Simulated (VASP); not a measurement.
# Zn (Im-3m) in VASP: notebook, part 3 of 3

VASP 6.6.1. The steps go on from the part before.

## (4) Single point, PBEsol

Contents of INCAR:

```
PREC = Accurate ; ENCUT = 520
EDIFF = 1E-6 ; ISMEAR = 0
SIGMA = 0.15 ; LREAL = False
LASPH = True ; NELM = 60
ALGO = Fast ; ISIF = 2
LWAVE = False ; LCHARG = True
GGA = PS ; LELF = True
LVHAR = True ; NBANDS = 12
```

Contents of KPOINTS:

```
Automatic mesh
0
Gamma
  22 22 22
```

Contents of POSCAR:

```
Zn
1.0
   -1.5300745013      1.5300745013      1.5300745013
    1.5300745013     -1.5300745013      1.5300745013
    1.5300745013      1.5300745013     -1.5300745013
Zn
1
Direct
    0.0000000000      0.0000000000      0.0000000000
```

The run is started by

```sh
$ cat potpaw_PBE.64/Zn/POTCAR > POTCAR
$ mpirun -np 1 vasp_std > vasp.out
```

It took 62 s on 1 thread of AMD EPYC 7R43 (Zen 3), shared host; peak memory 0.12 GiB.

It converged, with:

| Item | Value |
| --- | --- |
| Free energy | -1.4931 eV |
| Pressure | 0.5 GPa |
| Band gap on the k mesh | zero (band 6 reaches 7.76 eV, above the bottom of band 7 at 2.61 eV) |

Levels at points of the mesh, in eV from the Fermi level:
| k point | band 2 | band 3 | band 4 | band 5 | band 6 | band 7 | band 8 | band 9 | band 10 | band 11 |
| --- | --- | --- | --- | --- | --- | --- | --- | --- | --- | --- |
| (0.00, 0.00, 0.00) | -8.04 | -8.04 | -8.04 | -7.47 | -7.47 | 20.11 | 20.11 | 20.11 | 21.29 | 21.29 |
| (0.50, 0.00, 0.00) | -8.39 | -7.50 | -7.43 | -7.09 | -3.07 | -0.96 | 11.78 | 13.08 | 15.80 | 17.54 |
| (0.50, 0.50, 0.50) | -8.69 | -7.18 | -7.18 | -7.18 | 4.19 | 4.19 | 4.19 | 8.25 | 8.74 | 8.74 |

Caveat: the PAW data sets were made with another functional, which shifts forces and pressure a little.

## (5) Relaxation of cell and atoms, PBEsol

This run uses another cell than the first one, of 15.45 Å³/atom, 1.078 times its volume.

Contents of INCAR:

```
SYSTEM = Zn
PREC = Accurate
ENCUT = 600
EDIFF = 1E-7
ISMEAR = 0
SIGMA = 0.1
LREAL = .False.
LASPH = .True.
NELM = 80
ALGO = Normal
ISIF = 3
LWAVE = .False.
LCHARG = .False.
GGA = PS
IBRION = 2
NSW = 100
EDIFFG = -0.005
```

Contents of KPOINTS:

```
Automatic mesh
0
Gamma
  18 18 18
  0 0 0
```

Contents of POSCAR:

```
Zn
1.0
   -1.5690370000      1.5690370000      1.5690370000
    1.5690370000     -1.5690370000      1.5690370000
    1.5690370000      1.5690370000     -1.5690370000
Zn
1
Direct
    0.0000000000      0.0000000000      0.0000000000
```

Potentials or basis: VASP PAW PBE potentials, release 64 (Zn).

The run is started by

```sh
$ cat potpaw_PBE.64/Zn/POTCAR > POTCAR
$ mpirun -np 1 vasp_std > vasp.out
```

OUTCAR:

```text
SYSTEM = Zn
   PREC = Accurate
   ENCUT = 600
   EDIFF = 1E-7
   ISMEAR = 0
   LREAL = .False.
   LASPH = .True.
   NELM = 80
   ISIF = 3
   GGA = PS
   IBRION = 2
   NSW = 100
   EDIFFG = -0.005

 ion  position               nearest neighbor table
   1  0.000  0.000  0.000-

  LATTYP: Found a body centered cubic cell.
 ALAT       =     3.1380740000

  Lattice vectors:

 A1 = (  -1.5690370000,   1.5690370000,   1.5690370000)
 A2 = (   1.5690370000,  -1.5690370000,   1.5690370000)
 A3 = (   1.5690370000,   1.5690370000,  -1.5690370000)

Analysis of symmetry for initial positions (statically):
=====================================================================
 Subroutine PRICEL returns:
 Original cell was already a primitive cell.

[... 250 lines left out ...]

 val. band max:        3.4714688064   @ k =   0.3889   0.1667  -0.0000
 cond. band min:       3.5322927925   @ k =  -0.3889   0.5000   0.2778
 fundamental gap:      0.0608239862
 Fermi energy:         3.4805606858

 k-point     1 :       0.0000    0.0000    0.0000
  band No.  band energies     occupation
      1      -7.5009      2.00000
      2      -4.4898      2.00000
      3      -4.4898      2.00000
      4      -4.4898      2.00000
      5      -3.9206      2.00000
      6      -3.9206      2.00000
      7      23.5821      0.00000
      8      23.5821      0.00000
      9      23.5821      0.00000
     10      24.7987      0.00000
[... 287 lines left out ...]
 k-point    24 :       0.3889    0.1111    0.0000
  band No.  band energies     occupation
      1      -5.1411      2.00000
      2      -4.7971      2.00000
      3      -3.9822      2.00000
      4      -3.9484      2.00000
      5      -3.6921      2.00000
      6      -0.0756      2.00000
      7       4.0225      0.00000
      8      12.6024      0.00000
      9      15.7619      0.00000
     10      21.0503      0.00000

 [... further k-points ...]
[... 5 lines left out ...]
  --------------------------------------------------------------------------------------
  -------------------------------------------------------------------------------------
  Total        0.0005335      0.0005335      0.0005335      0.0000000     -0.0000000      0.0000000
  in kB        0.0594204      0.0594204      0.0594204      0.0000000     -0.0000000      0.0000000
  external PRESSURE =       0.0594204 kB  Pullay stress =       0.0000000 kB
[... 16 lines left out ...]
  FREE ENERGIE OF THE ION-ELECTRON SYSTEM (eV)
  ---------------------------------------------------
  free  energy   TOTEN  =        -1.4920275884 eV

  energy  without entropy=       -1.4905222509  energy(sigma->0) =       -1.49127492

 reached required accuracy - stopping structural energy minimisation
```

OSZICAR:

```text
N       E                     dE             d eps       ncg     rms          rms(c)
DAV:   1     0.367215915043E+02    0.36722E+02   -0.74488E+03  3956   0.208E+03
DAV:   2    -0.899491934957E+00   -0.37621E+02   -0.36112E+02  3946   0.213E+02
DAV:   3    -0.160297866801E+01   -0.70349E+00   -0.70252E+00  4460   0.321E+01
DAV:   4    -0.160463426149E+01   -0.16556E-02   -0.16555E-02  4226   0.156E+00
[... 20 lines left out ...]
DAV:   1    -0.149227478417E+01   -0.25268E-03   -0.30938E-03  4360   0.121E+00    0.112E-01
DAV:   2    -0.149205588751E+01    0.21890E-03   -0.11048E-03  4308   0.760E-01    0.359E-02
DAV:   3    -0.149203600574E+01    0.19882E-04   -0.12587E-05  4230   0.707E-02    0.196E-02
DAV:   4    -0.149202765237E+01    0.83534E-05   -0.29291E-06  5410   0.285E-02    0.682E-04
DAV:   5    -0.149202758844E+01    0.63937E-07   -0.81333E-08  2596   0.308E-03
   3 F= -.14920276E+01 E0= -.14912749E+01  d E =-.178673E-01
```

CONTCAR:

```text
Zn
   1.00000000000000
    -1.5321043731721500    1.5321043731721500    1.5321043731721500
     1.5321043731721500   -1.5321043731721500    1.5321043731721500
     1.5321043731721500    1.5321043731721500   -1.5321043731721500
  Zn
     1
Direct
     0.0000000000000000    0.0000000000000000    0.0000000000000000

  0.00000000E+00  0.00000000E+00  0.00000000E+00
```

Wall time 92 s (1 thread of AMD EPYC 7R43 (Zen 3), shared host); peak memory 0.14 GiB.

What came out:

```
Free energy                            : -1.4920 eV
Relaxed volume                         : 14.39 Å³/atom
Relaxed cell                           : a = 2.654 Å, b = 2.654 Å, c = 2.654 Å, α = 109.47°, β = 109.47°, γ = 109.47°
Space group after relaxing (to 0.05 Å) : Im-3m (No. 229)
Energy gained by relaxing              : 17.9 meV/atom
Ionic steps                            : 3
Pressure after relaxing                : 0.0 GPa
Band gap on the k mesh                 : zero (band 6 reaches 7.73 eV, above the bottom of band 7 at 2.58 eV)
```

Step by step:
| step | energy change (eV) | largest force (eV/Å) | pressure (GPa) | volume (Å³) |
| --- | --- | --- | --- | --- |
| 1 | 0.0000 | 0.0000 | -4.98 | 15.45 |
| 2 | -0.0179 | 0.0000 | -0.10 | 14.40 |
| 3 | -0.0179 | 0.0000 | 0.01 | 14.39 |

Final structure:
```cif
data_structure
_symmetry_space_group_name_H-M 'P 1'
_symmetry_Int_Tables_number 1
_cell_length_a 2.6537
_cell_length_b 2.6537
_cell_length_c 2.6537
_cell_angle_alpha 109.471
_cell_angle_beta 109.471
_cell_angle_gamma 109.471
_cell_volume 14.39
loop_
_atom_site_label
_atom_site_type_symbol
_atom_site_fract_x
_atom_site_fract_y
_atom_site_fract_z
_atom_site_occupancy
Zn1 Zn 0.00000 0.00000 0.00000 1
```

Caveat: the PAW data sets were made with another functional, which shifts forces and pressure a little.

## (6) Single point, PBEsol

This run uses another cell than the first one, of 15.45 Å³/atom, 1.078 times its volume.

Contents of INCAR:

```
  PREC = Accurate
  ENCUT = 500
  EDIFF = 1E-6
  ISMEAR = 0
  SIGMA = 0.1
  LREAL = False
  LASPH = True
  NELM = 120
  ALGO = Normal
  ISIF = 2
  LWAVE = False
  LCHARG = False
  GGA = PS
  NBANDS = 12
  GGA_COMPAT = False
```

Contents of KPOINTS:

```
regular mesh
0
Gamma
  8 8 8
```

POSCAR is that of step 5.

Potentials or basis: VASP PAW PBE potentials, release 64 (Zn).

The run is started by

```sh
$ cat potpaw_PBE.64/Zn/POTCAR > POTCAR
$ mpirun -np 1 vasp_std > vasp.out
```

It used 5.1 s of CPU time on 1 thread of AMD EPYC 7R13 Processor (Zen 3) (shared host).

Results (log left out):

```yaml
Free_energy: -1.4629 eV
Pressure: -5.8 GPa
Band_gap_on_the_k_mesh: zero (band 6 reaches 7.07 eV, above the bottom of band 7 at 1.91 eV)
```

Levels at points of the mesh, in eV from the Fermi level:
```
           k point  band 2  band 3  band 4  band 5  band 6  band 7  band 8  band 9  band 10  band 11
(0.00, 0.00, 0.00)   -7.56   -7.56   -7.56   -7.06   -7.06   19.10   19.10   19.10    20.90    20.90
(0.50, 0.00, 0.00)   -7.86   -7.09   -7.03   -6.73   -2.48   -0.83   11.42   12.82    15.42    16.86
(0.50, 0.50, 0.50)   -8.11   -6.81   -6.81   -6.81    4.33    4.33    4.33    7.60     8.72     8.72
```

Caveat: the PAW data sets were made with another functional, which shifts forces and pressure a little.

## (7) Summary

```tsv
task	cell	k mesh	cutoff (eV)	smearing	gap on the mesh (eV)	pressure (GPa)
single point	a = 2.650 Å, angles 109.5°, 1 atom	18 × 18 × 18	520	gaussian 0.1 eV	none	0.4
single point	a = 2.650 Å, angles 109.5°, 1 atom	20 × 20 × 20	520	gaussian 0.15 eV	none	0.2
single point	a = 2.650 Å, angles 109.5°, 1 atom	22 × 22 × 22	520	gaussian 0.15 eV	none	0.5
relaxation of cell and atoms	relaxed from a = 2.718 Å, angles 109.5°, 1 atom	18 × 18 × 18	600	gaussian 0.1 eV	none	0.0
single point	a = 2.718 Å, angles 109.5°, 1 atom	8 × 8 × 8	500	gaussian 0.1 eV	none	-5.8
```

Alike in all rows: level PBEsol; potentials or basis VASP PAW PBE potentials, release 64 (Zn); no spin polarisation.

Every run on the cell as given and a fine mesh finds a metal.

Caveats: the PAW data sets were made with another functional, which shifts forces and pressure a little.

Total energies depend on the potentials used, so only differences within one code and one set of settings carry meaning.
